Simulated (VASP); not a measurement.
Input of a VASP 6.6.1 run:

The input INCAR:

```
SYSTEM = B
ALGO = Normal
EDIFF = 1E-7
ENCUT = 520
GGA = PE
ISIF = 2
ISMEAR = 0
LASPH = .TRUE.
LCHARG = .FALSE.
LREAL = .FALSE.
LWAVE = .FALSE.
NBANDS = 14
NELM = 100
PREC = Accurate
SIGMA = 0.1
```

KPOINTS

```
k-points
0
G
  24 24 8
  0 0 0
```

File POSCAR:

```
B
1.0
    2.3344087848      0.0000000000      0.0000000000
   -1.1672043924      2.0216573104      0.0000000000
    0.0000000000      0.0000000000      5.4662908652
B
4
Direct
    0.0000000000      0.0000000000      0.0000000000
    0.0000000000      0.0000000000      0.5000000000
    0.3333333333      0.6666666667      0.7500000000
    0.6666666667      0.3333333333      0.2500000000
```

Potentials or basis: VASP PAW PBE potentials, release 64 (B).

Command:

```bash
$ cat potpaw_PBE.64/B/POTCAR > POTCAR
$ mpirun -np 1 vasp_std > vasp.out
```

Question: Estimate the band gap on the k mesh.

Answer: Zero (bands 6 and 7 overlap by 10.12 eV).

Question: Estimate the pressure.

Answer: -0.1 GPa.

Stress tensor (GPa, compression positive):
```
-0.13  0.00  0.00
 0.00 -0.13  0.00
 0.00  0.00  0.05
```
